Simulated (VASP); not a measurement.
Set up this calculation in VASP 6.6.1, as the native input.

```yaml
Task: single point
Functional: r2SCAN
Potentials_or_basis: VASP PAW PBE potentials, release 64 (Sb)
Cutoff: 520 eV
k_mesh: 13 × 13 × 13
Occupations: fermi-dirac, width 0.1 eV
Spin: no spin polarisation
Dipole_correction: no
Further_INCAR_settings: ALGO = Normal; EDIFF = 1e-06; NBANDS = 12
```

Sb:

```
Sb
1.0
     2.17060    1.25320    3.87109
    -2.17060    1.25320    3.87109
     0.00000   -2.50640    3.87109
Sb
2
Direct
  0.23130 0.23130 0.23130
  0.76870 0.76870 0.76870
```

These files were run (other wordings do the same):

POSCAR

```
Sb
1.0
    2.1706020527      1.2531976795      3.8710910875
   -2.1706020527      1.2531976795      3.8710910875
    0.0000000000     -2.5063953589      3.8710910875
Sb
2
Direct
    0.2313018333      0.2313018333      0.2313018333
    0.7686981667      0.7686981667      0.7686981667
```

INCAR.step1

```
SYSTEM = Sb
ALGO = Normal
EDIFF = 1E-4
ENCUT = 520
GGA = PE
ISMEAR = -1
LASPH = .True.
LCHARG = .False.
LREAL = .False.
LWAVE = .True.
NBANDS = 12
NELM = 60
PREC = Accurate
SIGMA = 0.1
```

INCAR.step2

```
SYSTEM = Sb
ALGO = Normal
EDIFF = 1E-6
ENCUT = 520
ISIF = 2
ISMEAR = -1
ISTART = 1
LASPH = .True.
LCHARG = .False.
LMIXTAU = .True.
LREAL = .False.
LWAVE = .False.
METAGGA = R2SCAN
NBANDS = 12
NELM = 60
PREC = Accurate
SIGMA = 0.1
```

KPOINTS

```
k-points
0
Gamma
  13 13 13
  0 0 0
```

Potentials or basis: VASP PAW PBE potentials, release 64 (Sb).

Run with:

```console
$ cat potpaw_PBE.64/Sb/POTCAR > POTCAR
$ cp INCAR.step1 INCAR
$ mpirun -np 1 vasp_std > vasp.out
$ cp INCAR.step2 INCAR
$ mpirun -np 1 vasp_std > vasp.out
```

It gave:

- Pressure: 0.1 GPa
- Largest force: 0.073 eV/Å
- Band gap on the k mesh: zero (bands 5 and 6 overlap by 0.14 eV)

Caveat: the PAW data sets were made with another functional, which shifts forces and pressure a little; spin-orbit coupling is left out, which moves the levels of the heavy elements.

It took 14 min on 1 thread of Intel Xeon 8259CL, on a shared host, peak memory 0.32 GiB.
